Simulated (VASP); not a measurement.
Input of a VASP 6.6.1 run:

Contents of INCAR:

```
ALGO = Normal ; EDIFF = 1E-7
ENCUT = 520 ; ISIF = 2
ISMEAR = -1 ; LASPH = True
LCHARG = False ; LREAL = False
LWAVE = False ; NBANDS = 13
NELM = 80 ; PREC = Accurate
SIGMA = 0.05
```

KPOINTS

```
k-points
0
Gamma
  6 6 6
```

File POSCAR:

```
Ge
1.0
    2.7104700000      0.0000000000      0.0000000000
    0.0000000000      2.7104700000      0.0000000000
    0.0000000000      0.0000000000      2.7104700000
Ge
1
Direct
    0.0000000000      0.0000000000      0.0000000000
```

Potentials or basis: VASP PAW LDA potentials, release 64 (Ge_d).

Command:

```bash
$ cat potpaw_LDA.64/Ge_d/POTCAR > POTCAR
$ mpirun -np 1 vasp_std > vasp.out
```

(1) What does it give for the pressure?

(2) Estimate the band gap on the k mesh.

## Answers

(1) -5.4 GPa.

(2) zero (bands 7 and 8 overlap by 9.02 eV).

Caveat: the k points lie up to 0.39 Å⁻¹ apart, too coarse for converged energies and pressures of a metal.
